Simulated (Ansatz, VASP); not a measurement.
## Zn: VASP beside Ansatz

Contents of INCAR:

```
SYSTEM = Zn
PREC = Accurate
ENCUT = 520
EDIFF = 1E-6
ISMEAR = -1
SIGMA = 0.05
LREAL = .FALSE.
LASPH = .TRUE.
NELM = 100
ALGO = Normal
ISIF = 2
LWAVE = .FALSE.
LCHARG = .TRUE.
GGA = PS
LELF = .TRUE.
LVHAR = .TRUE.
NBANDS = 12
```

Contents of KPOINTS:

```
regular mesh
0
G
  10 10 10
  0 0 0
```

The input POSCAR:

```
Zn
1.0
    0.0000000000      1.9647760000      1.9844237600
    1.9647760000      0.0000000000      1.9844237600
    1.9647760000      1.9647760000      0.0000000000
Zn
1
Direct
    0.0000000000      0.0000000000      0.0000000000
```

input.yaml

```yaml
crystal:
  lattice:
    - [0.0, 1.964776, 1.98442376]
    - [1.964776, 0.0, 1.98442376]
    - [1.964776, 1.964776, 0.0]
  atoms:
    - { symbol: Zn, position: [0.0, 0.0, 0.0] }
hamiltonian:
  xc: pbesol
  pseudopotentials: { kind: paw }
kpoints:
  mp_grid: { grid: [10, 10, 10] }
  band_path:
    path:
      - [[0.0, 0.0, 0.0], [0.0, 0.5, 0.5], [-0.2450740124, 0.5, 0.2549259876], [-0.3725370062, 0.3725370062, 0.0], [0.0, 0.0, 0.0], [0.5, 0.5, 0.0], [0.3725370062, 0.6274629938, 0.0], [0.0, 0.5, 0.0], [0.25, 0.75, 0.5], [0.5, 0.7549259876, 0.2549259876], [0.5, 0.5, 0.0]]
      - [[0.0, 0.5, 0.5], [0.25, 0.75, 0.5]]
    npoints: 14
scf:
  occupations: { method: fermi_dirac, width: 0.05 }
  n_extra_bands: 6
output:
  forces: true
  stress: true
  eigenvalues: true
  fatbands: true
  write_density: true
  write_potential: true
  elf: true
  volumetric_format: npy
```

Alike in both runs: functional PBEsol; k mesh 10 × 10 × 10; occupations fermi-dirac, width 0.05 eV; no spin polarisation.

|  | VASP | Ansatz |
| --- | --- | --- |
| version | VASP 6.6.1 | Ansatz 0.2.0 |
| potentials or method | VASP PAW PBE potentials, release 64 (Zn) | Ansatz PAW |
| plane-wave cutoff (eV) | 520 | 420 |
| valence electrons in the cell | 12 | 12 |
| task | single point | band structure |

```tsv
	VASP	Ansatz	Ansatz less VASP
gap on the k mesh at the Fermi level (eV)	none	none	-
pressure (GPa)	-5.6	-5.9	-0.30
traceless stress, the component that is largest in VASP (GPa)	0.43	0.43	+0.006
```

VASP's potentials were made for PBE, not for PBEsol. A gap of «none» marks a metal or a gap that the smearing closes.
